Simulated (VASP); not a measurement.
# Cu (I4/mmm) in VASP: notebook

Cu is run at these levels: PBEsol; tasks: single point, relaxation of cell and atoms.

Everything below comes from runs of VASP 6.6.1. Logs are shortened: lines on timing, memory, paths and dates and some standing lists are left out, and cuts for length are marked.

## (1) The cell of the first run

It takes space group I4/mmm (No. 139, tetragonal). The conventional cell has a = 2.842 Å, b = 2.842 Å, c = 2.734 Å, α = 90.00°, β = 90.00°, γ = 90.00°. Within 3.2 Å of Cu (site symmetry 4/mmm) lie 14 Cu at 2.43 to 2.84 Å.

## (2) Single point, PBEsol

Contents of INCAR:

```
PREC = Accurate ; ENCUT = 520
EDIFF = 1E-6 ; ISMEAR = -1
SIGMA = 0.05 ; LREAL = F
LASPH = T ; NELM = 80
ALGO = Normal ; ISIF = 2
LWAVE = F ; LCHARG = F
GGA = PS ; NBANDS = 12
```

Contents of KPOINTS:

```
Automatic mesh
0
Gamma
  13 13 13
```

Contents of POSCAR:

```
Cu
1.0
   -1.4210345324      1.4210345324      1.3671729902
    1.4210345324     -1.4210345324      1.3671729902
    1.4210345324      1.4210345324     -1.3671729902
Cu
1
Direct
    0.0000000000      0.0000000000      0.0000000000
```

Potentials or basis: VASP PAW PBE potentials, release 64 (Cu).

Started as:

```bash
$ cat potpaw_PBE.64/Cu/POTCAR > POTCAR
$ mpirun -np 1 vasp_std > vasp.out
```

OUTCAR:

```text
PREC = Accurate
   ENCUT = 520
   EDIFF = 1E-6
   ISMEAR = -1
   LREAL = F
   LASPH = T
   NELM = 80
   ISIF = 2
   GGA = PS

 ion  position               nearest neighbor table
   1  0.000  0.000  0.000-

  LATTYP: Found a body centered tetragonal cell.
 ALAT       =     2.8420690648
 C/A-ratio  =     0.9620969505

  Lattice vectors:

 A1 = (  -1.4210345324,   1.4210345324,   1.3671729902)
 A2 = (   1.4210345324,  -1.4210345324,   1.3671729902)
 A3 = (   1.4210345324,   1.4210345324,  -1.3671729902)

Analysis of symmetry for initial positions (statically):
=====================================================================
 Subroutine PRICEL returns:
 Original cell was already a primitive cell.

 Routine SETGRP: Setting up the symmetry group for a
 body centered tetragonal supercell.

 Subroutine GETGRP returns: Found 16 space group operations
 (whereof 16 operations were pure point group operations)
 out of a pool of 16 trial point group operations.

The static configuration has the point symmetry D_4h.

Analysis of symmetry for dynamics (positions and initial velocities):
=====================================================================
 Subroutine PRICEL returns:
 Original cell was already a primitive cell.

 Routine SETGRP: Setting up the symmetry group for a
 body centered tetragonal supercell.

 Subroutine GETGRP returns: Found 16 space group operations
 (whereof 16 operations were pure point group operations)
 out of a pool of 16 trial point group operations.

The dynamic configuration has the point symmetry D_4h.

 Subroutine INISYM returns: Found 16 space group operations
 (whereof 16 operations are pure point group operations),
 and found     1 'primitive' translations

----------------------------------------------------------------------------------------

                                     Primitive cell

  volume of cell :      11.0431

  direct lattice vectors                    reciprocal lattice vectors
    -1.421034532  1.421034532  1.367172990     0.000000000  0.351856333  0.365718167
     1.421034532 -1.421034532  1.367172990     0.351856333  0.000000000  0.365718167
     1.421034532  1.421034532 -1.367172990     0.351856333  0.351856333  0.000000000

  length of vectors
     2.430604918  2.430604918  2.430604918     0.507496460  0.507496460  0.497599998

  position of ions in fractional coordinates (direct lattice)
     0.000000000  0.000000000  0.000000000

  ion indices of the primitive-cell ions
   primitive index   ion index
                 1           1

----------------------------------------------------------------------------------------

 KPOINTS: Automatic mesh

Automatic generation of k-mesh.
 Grid dimensions read from file:
 generate k-points for:   13   13   13

 Generating k-lattice:

  Cartesian coordinates                     Fractional coordinates (reciprocal lattice)
     0.000000000  0.027065872  0.028132167     0.076923077 -0.000000000  0.000000000
     0.027065872  0.000000000  0.028132167    -0.000000000  0.076923077  0.000000000
     0.027065872  0.027065872  0.000000000     0.000000000  0.000000000  0.076923077

  Length of vectors
     0.039038189  0.039038189  0.038276923

  Shift w.r.t. Gamma in fractional coordinates (k-lattice)
     0.000000000  0.000000000  0.000000000

 Subroutine IBZKPT returns following result:
 ===========================================

 Found    196 irreducible k-points:

 Following reciprocal coordinates:
            Coordinates               Weight
  0.000000  0.000000  0.000000      1.000000
  0.076923 -0.000000  0.000000      8.000000
  0.153846  0.000000  0.000000      8.000000
  0.230769  0.000000 -0.000000      8.000000
  0.307692  0.000000  0.000000      8.000000
  0.384615  0.000000 -0.000000      8.000000
[... 16 lines left out ...]
  0.384615  0.153846  0.000000     16.000000
  0.461538  0.153846  0.000000     16.000000
 [... further k-points ...]
   k-points           NKPTS =    196   k-points in BZ     NKDIM =    196   number of bands    NBANDS=     12
   number of dos      NEDOS =    301   number of ions     NIONS =      1
   total plane-waves  NPLWV =   5832
   dimension x,y,z NGX =    18 NGY =   18 NGZ =   18
   dimension x,y,z NGXF=    36 NGYF=   36 NGZF=   36
   ions per type =               1
   NGX,Y,Z   is equivalent  to a cutoff of  12.31, 12.31, 12.31 a.u.
   NGXF,Y,Z  is equivalent  to a cutoff of  24.62, 24.62, 24.62 a.u.
 SYSTEM =  unknown system
   PREC   = accura    normal or accurate (medium, high low for compatibility)
   ISTART =      0    job   : 0-new  1-cont  2-samecut
   ICHARG =      2    charge: 1-file 2-atom 10-const
   ISPIN  =      1    spin polarized calculation?
   LNONCOLLINEAR =      F non collinear calculations
   LSORBIT =      F    spin-orbit coupling
   LASPH  =      T    aspherical Exc in radial PAW
   ENCUT  =  520.0 eV  38.22 Ry    6.18 a.u.   4.52  4.52  4.52*2*pi/ulx,y,z
   NELM   =     80;   NELMIN=  2; NELMDL= -5     # of ELM steps
   EDIFF  = 0.1E-05   stopping-criterion for ELM
   LREAL  =      F    real-space projection
   EDIFFG = 0.1E-04   stopping-criterion for IOM
   NSW    =      0    number of steps for IOM
   IBRION =     -1    ionic relax: 0-MD 1-quasi-New 2-CG
   NFREE  =      0    steps in history (QN), initial steepest desc. (CG)
   ISIF   =      2    stress and relaxation
   ISYM   =      2    0-nonsym 1-usesym 2-fastsym
   POTIM  = 0.5000    time-step for ionic-motion
   TEBEG  =    0.0;   TEEND  =   0.0 temperature during run
   PSTRESS=    0.0 pullay stress
   NELECT =      11.0000    total number of electrons
   NUPDOWN=      -1.0000    fix difference up-down
   EMIN   =  10.00;   EMAX   =-10.00  energy-range for DOS
   EFERMI =   0.00;   METHOD = LEGACY
   ISMEAR =    -1;   SIGMA  =   0.05  broadening in eV -4-tet -1-fermi 0-gaus
   EFERMI_NEDOS =   21; number of points for ismear=-14 and -15
   IALGO  =     38    algorithm
   IMIX   =      4    mixing-type and parameters
     AMIX     =   0.40;   BMIX     =  1.00
     AMIX_MAG =   1.60;   BMIX_MAG =  1.00
  volume/ion in A,a.u.               =      11.04        74.52
  Fermi-wavevector in a.u.,A,eV,Ry     =   1.634964  3.089634 36.369825  2.673107
  Thomas-Fermi vector in A             =   2.726515
   LORBIT       =      0    0 simple, 1 ext, 2 COOP (PROOUT), +10 PAW based schemes
   GGA     = PS    functional components
   LHFCALC =     F    Hartree Fock is set to
   AEXX    =    0.0000 exact exchange contribution
   IVDW    =     0    specifies the selected vdW correction
   LEPSILON=     F    determine dielectric tensor
   LRPA    =     F    only Hartree local field effects (RPA)
 non-spin polarized calculation
  energy-cutoff  :      520.00
  volume of cell :       11.04
 maximum number of plane-waves:       317
 NGX is ok and might be reduce to    18
   NGX =  9   NGY =  9   NGZ =  9

 number of electron      11.0000008 magnetization

 Free energy of the ion-electron system (eV)
  ---------------------------------------------------
  ext. energy  EPLUGINS =         0.00000000
  ---------------------------------------------------
  free energy    TOTEN  =        -4.26963986 eV

  energy without entropy =       -4.26714081  energy(sigma->0) =       -4.26839033

 E-fermi :   8.2083     XC(G=0): -13.3054

 val. band max:        8.1387184378   @ k =  -0.1538   0.4615   0.0769
 cond. band min:       8.2101205368   @ k =  -0.3077   0.4615   0.0769
 fundamental gap:      0.0714020989
 Fermi energy:         8.2083050276

 k-point     1 :       0.0000    0.0000    0.0000
  band No.  band energies     occupation
      1      -1.6482      2.00000
      2       4.8331      2.00000
      3       5.0026      2.00000
      4       5.0026      2.00000
      5       5.9712      2.00000
      6       6.1500      2.00000
      7      33.5831      0.00000
      8      33.5831      0.00000
      9      34.5851      0.00000
     10      37.8570      0.00000
     11      38.0328      0.00000
     12      38.0328      0.00000

 k-point     2 :       0.0769   -0.0000    0.0000
  band No.  band energies     occupation
      1      -1.4059      2.00000
      2       4.8334      2.00000
      3       4.9959      2.00000
      4       5.0495      2.00000
      5       5.9684      2.00000
      6       6.1160      2.00000
      7      31.9216      0.00000
      8      33.0511      0.00000
      9      33.2685      0.00000
     10      35.6093      0.00000
     11      36.2533      0.00000
     12      36.8985      0.00000

 k-point     3 :       0.1538    0.0000    0.0000
  band No.  band energies     occupation
      1      -0.6971      2.00000
      2       4.7236      2.00000
      3       4.9576      2.00000
      4       5.2995      2.00000
      5       5.9488      2.00000
      6       6.0741      2.00000
      7      27.9230      0.00000
      8      31.2703      0.00000
      9      31.9821      0.00000
     10      33.0836      0.00000
     11      34.9692      0.00000
     12      37.2893      0.00000

 k-point     4 :       0.2308    0.0000   -0.0000
  band No.  band energies     occupation
      1       0.4047      2.00000
      2       4.5394      2.00000
      3       4.8934      2.00000
      4       5.7067      2.00000
      5       5.9392      2.00000
      6       6.0902      2.00000
      7      23.6980      0.00000
      8      29.3274      0.00000
      9      30.3246      0.00000
     10      31.5264      0.00000
     11      34.1438      0.00000
     12      38.6149      0.00000

 k-point     5 :       0.3077    0.0000    0.0000
  band No.  band energies     occupation
      1       1.6723      2.00000
      2       4.3435      2.00000
      3       5.0144      2.00000
      4       5.9796      2.00000
      5       6.1431      2.00000
      6       6.1763      2.00000
      7      19.7028      0.00000
      8      27.7329      0.00000
      9      28.4677      0.00000
     10      30.7922      0.00000
     11      33.6824      0.00000
     12      40.4564      0.00000
[... 228 lines left out ...]
      1       2.2440      2.00000
      2       4.3845      2.00000
      3       4.6053      2.00000
      4       5.8675      2.00000
      5       6.2835      2.00000
      6       6.7766      2.00000
      7      20.0650      0.00000
      8      22.6371      0.00000
      9      27.3016      0.00000
     10      33.2257      0.00000
     11      36.6718      0.00000
     12      39.1485      0.00000

 k-point    22 :       0.3077    0.1538   -0.0000
  band No.  band energies     occupation
      1       3.0112      2.00000
      2       4.2252      2.00000
      3       4.9397      2.00000
      4       5.9470      2.00000
      5       6.3663      2.00000
      6       7.8157      1.99922
      7      16.5030      0.00000
      8      21.5441      0.00000
      9      26.3618      0.00000
     10      32.8354      0.00000
     11      37.6369      0.00000
     12      39.2628      0.00000

 k-point    23 :       0.3846    0.1538    0.0000
  band No.  band energies     occupation
      1       3.1994      2.00000
      2       4.1525      2.00000
      3       5.3086      2.00000
      4       6.0212      2.00000
      5       6.4348      2.00000
      6       9.2303      0.00000
      7      13.7831      0.00000
      8      20.9274      0.00000
      9      25.9202      0.00000
     10      32.6120      0.00000
     11      38.2765      0.00000
     12      39.9414      0.00000

 k-point    24 :       0.4615    0.1538    0.0000
  band No.  band energies     occupation
      1       3.1964      2.00000
      2       4.1577      2.00000
      3       5.3040      2.00000
      4       6.0309      2.00000
      5       6.3890      2.00000
      6       9.1453      0.00000
      7      13.9362      0.00000
      8      20.8338      0.00000
      9      26.0303      0.00000
     10      32.5850      0.00000
     11      38.5236      0.00000
     12      40.6600      0.00000

 [... further k-points ...]

------------------------ aborting loop because EDIFF is reached ----------------------------------------

  FORCE on cell =-STRESS in cart. coord.  units (eV):
  Direction    XX          YY          ZZ          XY          YZ          ZX
  --------------------------------------------------------------------------------------
  -------------------------------------------------------------------------------------
  Total        0.3966456      0.3966456      0.3931161      0.0000000      0.0000000      0.0000000
  in kB       57.5467127     57.5467127     57.0346308      0.0000000      0.0000000      0.0000000
  external PRESSURE =      57.3760187 kB  Pullay stress =       0.0000000 kB

 VOLUME and BASIS-vectors are now :
 -----------------------------------------------------------------------------
  energy-cutoff  :      520.00
  volume of cell :       11.04
      direct lattice vectors                 reciprocal lattice vectors
    -1.421034532  1.421034532  1.367172990     0.000000000  0.351856333  0.365718167
     1.421034532 -1.421034532  1.367172990     0.351856333  0.000000000  0.365718167
     1.421034532  1.421034532 -1.367172990     0.351856333  0.351856333  0.000000000

 POSITION                                       TOTAL-FORCE (eV/Angst)
 -----------------------------------------------------------------------------------
      0.00000      0.00000      0.00000         0.000000      0.000000      0.000000
 -----------------------------------------------------------------------------------
    total drift:                                0.000000      0.000000      0.000000

  FREE ENERGIE OF THE ION-ELECTRON SYSTEM (eV)
  ---------------------------------------------------
  free  energy   TOTEN  =        -4.2696398589 eV

  energy  without entropy=       -4.2671408102  energy(sigma->0) =       -4.26839033
```

It took 11 s on 1 thread of Intel Xeon Platinum 8488C (Sapphire Rapids), shared host; peak memory 0.13 GiB.

Results:

| Item | Value |
| --- | --- |
| Free energy | -4.2696 eV |
| Pressure | 5.7 GPa |

Caveat: the PAW data sets were made with another functional, which shifts forces and pressure a little.

(Continued in part 2 of 3.)
